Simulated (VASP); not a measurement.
# ZrO2 (Fm-3m) in VASP: further runs, part 2 of 2

VASP 6.6.1.

## Step 4: Single point, PBE (10.82 Å³/atom)

This run uses another cell than the first one, of 10.82 Å³/atom.

Contents of INCAR:

```
SYSTEM = ZrO2
ALGO     = Normal         ! electronic algorithm
EDIFF    = 1E-6           ! SCF threshold, eV
ENCUT    = 600            ! plane-wave cutoff, eV
GGA      = PE             ! functional
GGA_COMPAT= .FALSE.      
ISIF     = 2              ! what is computed and relaxed
ISMEAR   = 0              ! smearing method
LASPH    = .TRUE.         ! aspherical terms in the spheres
LCHARG   = .TRUE.         ! write CHGCAR
LELF     = .TRUE.         ! ELF
LREAL    = .FALSE.        ! projectors in reciprocal space
LVHAR    = .TRUE.       
LWAVE    = .FALSE.        ! write WAVECAR
NBANDS   = 19             ! bands
NELM     = 120            ! most SCF steps
PREC     = Accurate       ! precision mode
SIGMA    = 0.01           ! smearing width, eV
```

Contents of KPOINTS:

```
k-points
0
G
  8 8 8
  0 0 0
```

Contents of POSCAR:

```
ZrO2
1.0
    0.0000000000      2.5320566540      2.5320566540
    2.5320566540      0.0000000000      2.5320566540
    2.5320566540      2.5320566540      0.0000000000
Zr O
1 2
Direct
    0.0000000000      0.0000000000      0.0000000000
    0.2500000000      0.2500000000      0.2500000000
    0.7500000000      0.7500000000      0.7500000000
```

Potentials or basis: VASP PAW PBE potentials, release 64 (Zr_sv, O).

Run with:

```
$ cat potpaw_PBE.64/Zr_sv/POTCAR potpaw_PBE.64/O/POTCAR > POTCAR
$ mpirun -np 1 vasp_std > vasp.out
```

OUTCAR:

```text
SYSTEM = ZrO2
   EDIFF = 1E-6
   ENCUT = 600
   GGA = PE
   ISIF = 2
   ISMEAR = 0
   LASPH = .TRUE.
   LREAL = .FALSE.
   NELM = 120
   PREC = Accurate

 ion  position               nearest neighbor table
   1  0.000  0.000  0.000-   3 2.19   3 2.19   3 2.19   2 2.19   3 2.19   2 2.19   2 2.19   2 2.19

   2  0.250  0.250  0.250-   1 2.19   1 2.19   1 2.19   1 2.19
   3  0.750  0.750  0.750-   1 2.19   1 2.19   1 2.19   1 2.19

  LATTYP: Found a face centered cubic cell.
 ALAT       =     5.0641133080
[... 722 lines left out ...]

  FORCE on cell =-STRESS in cart. coord.  units (eV):
  Direction    XX          YY          ZZ          XY          YZ          ZX
  --------------------------------------------------------------------------------------
  -------------------------------------------------------------------------------------
  Total        1.5776245      1.5776245      1.5776245      0.0000000      0.0000000      0.0000000
  in kB       77.8509585     77.8509585     77.8509585      0.0000000      0.0000000      0.0000000
  external PRESSURE =      77.8509585 kB  Pullay stress =       0.0000000 kB

 VOLUME and BASIS-vectors are now :
 -----------------------------------------------------------------------------
  energy-cutoff  :      600.00
  volume of cell :       32.47
      direct lattice vectors                 reciprocal lattice vectors
     0.000000000  2.532056654  2.532056654    -0.197467935  0.197467935  0.197467935
     2.532056654  0.000000000  2.532056654     0.197467935 -0.197467935  0.197467935
     2.532056654  2.532056654  0.000000000     0.197467935  0.197467935 -0.197467935

 POSITION                                       TOTAL-FORCE (eV/Angst)
 -----------------------------------------------------------------------------------
      0.00000      0.00000      0.00000        -0.000000      0.000000      0.000000
      1.26603      1.26603      1.26603         0.000000      0.000000      0.000000
      3.79808      3.79808      3.79808        -0.000000     -0.000000     -0.000000
 -----------------------------------------------------------------------------------
    total drift:                                0.000000     -0.000000      0.000000

  FREE ENERGIE OF THE ION-ELECTRON SYSTEM (eV)
  ---------------------------------------------------
  free  energy   TOTEN  =       -28.5462959948 eV

  energy  without entropy=      -28.5462959948  energy(sigma->0) =      -28.54629599
```

OSZICAR:

```text
N       E                     dE             d eps       ncg     rms          rms(c)
DAV:   1     0.196348149811E+03    0.19635E+03   -0.15629E+04  1102   0.146E+03
DAV:   2    -0.250066222460E+02   -0.22135E+03   -0.21583E+03  1331   0.364E+02
DAV:   3    -0.345376120822E+02   -0.95310E+01   -0.94794E+01  1549   0.717E+01
DAV:   4    -0.348451660060E+02   -0.30755E+00   -0.30687E+00  1510   0.925E+00
DAV:   5    -0.348486557273E+02   -0.34897E-02   -0.34894E-02  1328   0.109E+00    0.250E+01
DAV:   6    -0.286272368011E+02    0.62214E+01   -0.22837E+01  1185   0.397E+01    0.868E+00
DAV:   7    -0.285750421573E+02    0.52195E-01   -0.97061E-01  1339   0.768E+00    0.703E+00
DAV:   8    -0.285665609845E+02    0.84812E-02   -0.36593E-01  1189   0.566E+00    0.316E+00
DAV:   9    -0.285452970011E+02    0.21264E-01   -0.61678E-02  1203   0.221E+00    0.330E-01
DAV:  10    -0.285465199735E+02   -0.12230E-02   -0.65273E-03  1298   0.767E-01    0.387E-01
DAV:  11    -0.285462699493E+02    0.25002E-03   -0.92855E-04  1201   0.313E-01    0.464E-02
DAV:  12    -0.285463068227E+02   -0.36873E-04   -0.85057E-05  1254   0.717E-02    0.675E-02
DAV:  13    -0.285462952145E+02    0.11608E-04   -0.45636E-05  1295   0.555E-02    0.723E-03
DAV:  14    -0.285462963174E+02   -0.11029E-05   -0.41485E-06  1273   0.207E-02    0.124E-02
DAV:  15    -0.285462959948E+02    0.32260E-06   -0.89015E-07   854   0.879E-03
   1 F= -.28546296E+02 E0= -.28546296E+02  d E =-.977029E-72
```

stdout:

```text
POSCAR found type information on POSCAR ZrO
 POSCAR found :  2 types and       3 ions
 scaLAPACK will be used
 LDA part: xc-table for (Slater+PW92), standard interpolation
 POSCAR, INCAR and KPOINTS ok, starting setup
 FFT: planning ... GRIDC
 FFT: planning ... GRID_SOFT
 FFT: planning ... GRID
 WAVECAR not read
 entering main loop
```

Run time: 41 s. Hardware: 1 thread of Intel Xeon 8259CL, shared host; peak memory 0.18 GiB.

Results:

```
Free energy            : -28.5463 eV
Pressure               : 7.8 GPa
Band gap on the k mesh : 3.40 eV (least direct gap 3.85 eV)
```

Caveat: the cell stands under pressure. A k mesh can miss the band edges.

## Step 5: Overview

```csv
cell,gap on the mesh (eV),pressure (GPa)
"a = 3.544 Å, angles 60.0°, 3 atoms",3.48,16.8
"a = 3.599 Å, angles 60.0°, 3 atoms",3.36,3.9
"a = 3.581 Å, angles 60.0°, 3 atoms",3.40,7.8
```

Alike in all rows: task single point; level PBE; potentials or basis VASP PAW PBE potentials, release 64 (Zr_sv, O); no spin polarisation; k mesh 8 × 8 × 8; cutoff (eV) 600; smearing gaussian 0.01 eV.

Caveats: the cell stands under pressure.

Total energies depend on the potentials used, so only differences within one code and one set of settings carry meaning.
